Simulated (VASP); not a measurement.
# Ga4AsP3 (P-4m2) in VASP: a series of runs

Ga4AsP3 is run at these levels: PBE+D3(BJ), PBEsol; tasks: single point.

All numbers are computed with VASP 6.6.1; they aren't measurements. Logs are shortened: lines on timing, memory, paths and dates and some standing lists are left out, and cuts for length are marked.

## Step 1: The cell of the first run

Symmetry: P-4m2, No. 115, tetragonal system. The conventional cell has a = 3.891 Å, b = 3.891 Å, c = 11.004 Å, α = 90.00°, β = 90.00°, γ = 90.00°. Within 3.1 Å of Ga (site symmetry 2mm) lie 2 P at 2.37 Å and 2 As at 2.43 Å. Within 3.1 Å of Ga (site symmetry 2mm) lie 4 P at 2.37 Å. P (site symmetry -4m2) has 4 Ga at 2.37 Å within 3.1 Å. Within 3.1 Å of P (site symmetry 2mm) lie 4 Ga at 2.37 Å. Within 3.2 Å of As (site symmetry -4m2) lie 4 Ga at 2.43 Å.

## Step 2: Single point, PBE+D3(BJ)

INCAR

```
SYSTEM = Ga4AsP3
  PREC = Accurate
  ENCUT = 500
  EDIFF = 1E-6
  ISMEAR = 0
  SIGMA = 0.01
  LREAL = .FALSE.
  LASPH = .TRUE.
  NELM = 120
  ALGO = Normal
  ISIF = 2
  LWAVE = .FALSE.
  LCHARG = .FALSE.
  GGA = PE
  IVDW = 12
  NBANDS = 46
  GGA_COMPAT = .FALSE.
```

KPOINTS

```
regular mesh
0
G
  8 8 4
  0 0 0
```

POSCAR

```
Ga4AsP3
1.0
    3.8905376444      0.0000000000      0.0000000000
    0.0000000000      3.8905376444      0.0000000000
    0.0000000000      0.0000000000     11.0043658019
Ga P As
4 3 1
Direct
    0.5000000000      0.0000000000      0.8678555112
    0.0000000000      0.5000000000      0.6225375480
    0.5000000000      0.0000000000      0.3774624520
    0.0000000000      0.5000000000      0.1321444888
    0.0000000000      0.0000000000      0.5000000000
    0.5000000000      0.5000000000      0.2547159146
    0.5000000000      0.5000000000      0.7452840854
    0.0000000000      0.0000000000      0.0000000000
```

Potentials or basis: VASP PAW PBE potentials, release 64 (Ga_d, P, As).

Started as:

```sh
$ cat potpaw_PBE.64/Ga_d/POTCAR potpaw_PBE.64/P/POTCAR potpaw_PBE.64/As/POTCAR > POTCAR
$ mpirun -np 1 vasp_std > vasp.out
```

OUTCAR:

```text
SYSTEM = Ga4AsP3
   PREC = Accurate
   ENCUT = 500
   EDIFF = 1E-6
   ISMEAR = 0
   LREAL = .FALSE.
   LASPH = .TRUE.
   NELM = 120
   ISIF = 2
   GGA = PE
   IVDW = 12
 IVDW          = 12

 ion  position               nearest neighbor table
   1  0.500  0.000  0.868-   7 2.37   7 2.37   8 2.43   8 2.43
   2  0.000  0.500  0.623-   5 2.37   5 2.37   7 2.37   7 2.37
   3  0.500  0.000  0.377-   5 2.37   5 2.37   6 2.37   6 2.37
   4  0.000  0.500  0.132-   6 2.37   6 2.37   8 2.43   8 2.43
   5  0.000  0.000  0.500-   2 2.37   3 2.37   2 2.37   3 2.37
   6  0.500  0.500  0.255-   4 2.37   4 2.37   3 2.37   3 2.37
   7  0.500  0.500  0.745-   1 2.37   1 2.37   2 2.37   2 2.37
   8  0.000  0.000  0.000-   1 2.43   4 2.43   4 2.43   1 2.43

  LATTYP: Found a simple tetragonal cell.
 ALAT       =     3.8905376444
 C/A-ratio  =     2.8284948785

  Lattice vectors:

 A1 = (   3.8905376444,   0.0000000000,   0.0000000000)
 A2 = (   0.0000000000,   3.8905376444,   0.0000000000)
 A3 = (   0.0000000000,   0.0000000000,  11.0043658019)

Analysis of symmetry for initial positions (statically):
=====================================================================
 Subroutine PRICEL returns:
 Original cell was already a primitive cell.

 Routine SETGRP: Setting up the symmetry group for a
 simple tetragonal supercell.

 Subroutine GETGRP returns: Found  8 space group operations
 (whereof  8 operations were pure point group operations)
 out of a pool of 16 trial point group operations.

The static configuration has the point symmetry D_2d.

Analysis of symmetry for dynamics (positions and initial velocities):
=====================================================================
 Subroutine PRICEL returns:
 Original cell was already a primitive cell.

 Routine SETGRP: Setting up the symmetry group for a
 simple tetragonal supercell.

 Subroutine GETGRP returns: Found  8 space group operations
 (whereof  8 operations were pure point group operations)
 out of a pool of 16 trial point group operations.

The dynamic configuration has the point symmetry D_2d.

 Subroutine INISYM returns: Found  8 space group operations
 (whereof  8 operations are pure point group operations),
 and found     1 'primitive' translations

----------------------------------------------------------------------------------------

                                     Primitive cell

  volume of cell :     166.5652

  direct lattice vectors                    reciprocal lattice vectors
     3.890537644  0.000000000  0.000000000     0.257033884  0.000000000  0.000000000
     0.000000000  3.890537644  0.000000000     0.000000000  0.257033884  0.000000000
     0.000000000  0.000000000 11.004365802     0.000000000  0.000000000  0.090873024

  length of vectors
     3.890537644  3.890537644 11.004365802     0.257033884  0.257033884  0.090873024

  position of ions in fractional coordinates (direct lattice)
     0.500000000  0.000000000  0.867855511
     0.000000000  0.500000000  0.622537548
     0.500000000  0.000000000  0.377462452
     0.000000000  0.500000000  0.132144489
     0.000000000  0.000000000  0.500000000
     0.500000000  0.500000000  0.254715915
     0.500000000  0.500000000  0.745284085
     0.000000000  0.000000000  0.000000000

  ion indices of the primitive-cell ions
   primitive index   ion index
                 1           1
                 2           2
                 3           3
                 4           4
                 5           5
                 6           6
                 7           7
                 8           8

----------------------------------------------------------------------------------------

 KPOINTS: regular mesh

Automatic generation of k-mesh.
 Grid dimensions read from file:
 generate k-points for:    8    8    4

 Generating k-lattice:

  Cartesian coordinates                     Fractional coordinates (reciprocal lattice)
     0.032129235  0.000000000  0.000000000     0.125000000  0.000000000  0.000000000
     0.000000000  0.032129235  0.000000000     0.000000000  0.125000000  0.000000000
     0.000000000  0.000000000  0.022718256     0.000000000  0.000000000  0.250000000

  Length of vectors
     0.032129235  0.032129235  0.022718256

  Shift w.r.t. Gamma in fractional coordinates (k-lattice)
     0.000000000  0.000000000  0.000000000

 Subroutine IBZKPT returns following result:
 ===========================================

 Found     45 irreducible k-points:

 Following reciprocal coordinates:
            Coordinates               Weight
  0.000000  0.000000  0.000000      1.000000
  0.125000  0.000000  0.000000      4.000000
  0.250000  0.000000  0.000000      4.000000
  0.375000  0.000000  0.000000      4.000000
  0.500000  0.000000  0.000000      2.000000
  0.125000  0.125000  0.000000      4.000000
[... 16 lines left out ...]
  0.375000  0.125000  0.250000     16.000000
  0.500000  0.125000  0.250000      8.000000
 [... further k-points ...]
   k-points           NKPTS =     45   k-points in BZ     NKDIM =     45   number of bands    NBANDS=     46
   number of dos      NEDOS =    301   number of ions     NIONS =      8
   total plane-waves  NPLWV =  62720
   dimension x,y,z NGX =    28 NGY =   28 NGZ =   80
   dimension x,y,z NGXF=    56 NGYF=   56 NGZF=  160
   ions per type =               4   3   1
   NGX,Y,Z   is equivalent  to a cutoff of  11.96, 11.96, 12.09 a.u.
   NGXF,Y,Z  is equivalent  to a cutoff of  23.93, 23.93, 24.17 a.u.
 SYSTEM =  Ga4AsP3
   PREC   = accura    normal or accurate (medium, high low for compatibility)
   ISTART =      0    job   : 0-new  1-cont  2-samecut
   ICHARG =      2    charge: 1-file 2-atom 10-const
   ISPIN  =      1    spin polarized calculation?
   LNONCOLLINEAR =      F non collinear calculations
   LSORBIT =      F    spin-orbit coupling
   LASPH  =      T    aspherical Exc in radial PAW
   ENCUT  =  500.0 eV  36.75 Ry    6.06 a.u.   7.09  7.09 20.06*2*pi/ulx,y,z
   NELM   =    120;   NELMIN=  2; NELMDL= -5     # of ELM steps
   EDIFF  = 0.1E-05   stopping-criterion for ELM
   LREAL  =      F    real-space projection
   EDIFFG = 0.1E-04   stopping-criterion for IOM
   NSW    =      0    number of steps for IOM
   IBRION =     -1    ionic relax: 0-MD 1-quasi-New 2-CG
   NFREE  =      0    steps in history (QN), initial steepest desc. (CG)
   ISIF   =      2    stress and relaxation
   ISYM   =      2    0-nonsym 1-usesym 2-fastsym
   POTIM  = 0.5000    time-step for ionic-motion
   TEBEG  =    0.0;   TEEND  =   0.0 temperature during run
   PSTRESS=    0.0 pullay stress
   NELECT =      72.0000    total number of electrons
   NUPDOWN=      -1.0000    fix difference up-down
   EMIN   =  10.00;   EMAX   =-10.00  energy-range for DOS
   EFERMI =   0.00;   METHOD = LEGACY
   ISMEAR =     0;   SIGMA  =   0.01  broadening in eV -4-tet -1-fermi 0-gaus
   EFERMI_NEDOS =   21; number of points for ismear=-14 and -15
   IALGO  =     38    algorithm
   IMIX   =      4    mixing-type and parameters
     AMIX     =   0.40;   BMIX     =  1.00
     AMIX_MAG =   1.60;   BMIX_MAG =  1.00
  volume/ion in A,a.u.               =      20.82       140.50
  Fermi-wavevector in a.u.,A,eV,Ry     =   1.237820  2.339141 20.846832  1.532199
  Thomas-Fermi vector in A             =   2.372371
   LORBIT       =      0    0 simple, 1 ext, 2 COOP (PROOUT), +10 PAW based schemes
   GGA     = PE    functional components
   LHFCALC =     F    Hartree Fock is set to
   AEXX    =    0.0000 exact exchange contribution
   IVDW    =    12    specifies the selected vdW correction
   LEPSILON=     F    determine dielectric tensor
   LRPA    =     F    only Hartree local field effects (RPA)
 non-spin polarized calculation
 Gauss-broadening in eV      SIGMA  =   0.01
  energy-cutoff  :      500.00
  volume of cell :      166.57
 maximum number of plane-waves:      4260
   NGX = 15   NGY = 15   NGZ = 41

 number of electron      71.9999944 magnetization

 Free energy of the ion-electron system (eV)
  ---------------------------------------------------
  ext. energy  EPLUGINS =         0.00000000
  ---------------------------------------------------
  free energy    TOTEN  =       -35.55445583 eV

  energy without entropy =      -35.55445583  energy(sigma->0) =      -35.55445583

 E-fermi :   4.5719     XC(G=0):  -9.7704

 val. band max:        4.4943236825   @ k =   0.0000   0.0000   0.0000
 cond. band min:       5.9139810709   @ k =   0.0000   0.0000   0.0000
 fundamental gap:      1.4196573885
 Fermi energy:         4.5719244145

 k-point     1 :       0.0000    0.0000    0.0000
  band No.  band energies     occupation
      1     -10.2840      2.00000
      2     -10.2335      2.00000
      3     -10.2212      2.00000
      4     -10.1742      2.00000
      5     -10.1742      2.00000
      6     -10.1595      2.00000
[... 38 lines left out ...]
     45       8.3064      0.00000
     46       8.4150      0.00000

 k-point     2 :       0.1250    0.0000    0.0000
  band No.  band energies     occupation
      1     -10.2798      2.00000
      2     -10.2331      2.00000
      3     -10.2222      2.00000
      4     -10.1814      2.00000
      5     -10.1723      2.00000
      6     -10.1564      2.00000
[... 38 lines left out ...]
     45       8.4541      0.00000
     46       8.9600      0.00000

 k-point     3 :       0.2500    0.0000    0.0000
  band No.  band energies     occupation
      1     -10.2703      2.00000
      2     -10.2358      2.00000
      3     -10.2282      2.00000
      4     -10.1983      2.00000
      5     -10.1674      2.00000
      6     -10.1549      2.00000
[... 1018 lines left out ...]
     45       9.7386      0.00000
     46      10.0956      0.00000

 k-point    24 :       0.5000    0.1250    0.2500
  band No.  band energies     occupation
      1     -10.2628      2.00000
      2     -10.2521      2.00000
      3     -10.2405      2.00000
      4     -10.2313      2.00000
      5     -10.1536      2.00000
      6     -10.1527      2.00000
[... 38 lines left out ...]
     45       9.7420      0.00000
     46       9.9485      0.00000

 [... further k-points ...]

------------------------ aborting loop because EDIFF is reached ----------------------------------------

 Edisp (eV)   -2.54900

 E8    (eV) :    -1.0959

  FORCE on cell =-STRESS in cart. coord.  units (eV):
  Direction    XX          YY          ZZ          XY          YZ          ZX
  --------------------------------------------------------------------------------------
  -------------------------------------------------------------------------------------
  Total       0.03755     0.03755     0.04818     0.00000     0.00000     0.00000
  in kB       0.36120     0.36120     0.46347     0.00000     0.00000     0.00000
  external pressure =        0.40 kB  Pullay stress =        0.00 kB

 VOLUME and BASIS-vectors are now :
 -----------------------------------------------------------------------------
  energy-cutoff  :      500.00
  volume of cell :      166.57
      direct lattice vectors                 reciprocal lattice vectors
     3.890537644  0.000000000  0.000000000     0.257033884  0.000000000  0.000000000
     0.000000000  3.890537644  0.000000000     0.000000000  0.257033884  0.000000000
     0.000000000  0.000000000 11.004365802     0.000000000  0.000000000  0.090873024

 POSITION                                       TOTAL-FORCE (eV/Angst)
 -----------------------------------------------------------------------------------
      1.94527      0.00000      9.55020         0.000000     -0.000000     -0.017921
      0.00000      1.94527      6.85063        -0.000000      0.000000     -0.000561
      1.94527      0.00000      4.15373         0.000000     -0.000000      0.000561
      0.00000      1.94527      1.45417        -0.000000     -0.000000      0.017921
      0.00000      0.00000      5.50218        -0.000000     -0.000000      0.000000
      1.94527      1.94527      2.80299        -0.000000      0.000000      0.001018
      1.94527      1.94527      8.20138        -0.000000     -0.000000     -0.001018
      0.00000      0.00000      0.00000        -0.000000     -0.000000      0.000000
 -----------------------------------------------------------------------------------
    total drift:                                0.000000     -0.000000      0.000000

  FREE ENERGIE OF THE ION-ELECTRON SYSTEM (eV)
  ---------------------------------------------------
  free  energy   TOTEN  =       -38.1034599113 eV

  energy  without entropy=      -38.1034599113  energy(sigma->0) =      -38.10345991
```

Run time: 3 min. Hardware: 1 thread of Oxide Virtual Turin-like, shared host; peak memory 0.38 GiB.

What came out:

```
Free energy                : -38.1035 eV
Pressure                   : 0.0 GPa
Largest force              : 0.018 eV/Å
Band gap on the k mesh     : 1.42 eV
Dispersion energy per atom : -0.319 eV
```

Forces on the atoms (eV/Å):
```
Ga   0.000  0.000 -0.018
Ga   0.000  0.000 -0.001
Ga   0.000  0.000  0.001
Ga   0.000  0.000  0.018
P    0.000  0.000  0.000
P    0.000  0.000  0.001
P    0.000  0.000 -0.001
As   0.000  0.000  0.000
```

Levels at points of the mesh, in eV from the valence-band top:
| k point | band 33 | band 34 | band 35 | band 36 | band 37 | band 38 | band 39 | band 40 |
| --- | --- | --- | --- | --- | --- | --- | --- | --- |
| (0.00, 0.00, 0.00) | -1.57 | -0.05 | 0.00 | 0.00 | 1.42 | 1.57 | 1.64 | 2.00 |
| (0.50, 0.00, 0.00) | -1.32 | -1.18 | -1.15 | -0.72 | 1.43 | 1.47 | 2.89 | 3.13 |
| (0.50, 0.50, 0.00) | -2.78 | -2.71 | -2.71 | -2.64 | 1.43 | 1.70 | 1.74 | 1.74 |
| (0.00, 0.00, 0.50) | -0.82 | -0.82 | -0.50 | -0.50 | 1.48 | 1.55 | 2.37 | 2.44 |
| (0.50, 0.00, 0.50) | -1.37 | -1.37 | -1.35 | -0.72 | 2.38 | 2.41 | 2.43 | 2.60 |
| (0.50, 0.50, 0.50) | -3.13 | -3.13 | -3.10 | -2.98 | 2.48 | 2.66 | 2.71 | 2.85 |

(Part 1 of 2 ends here.)
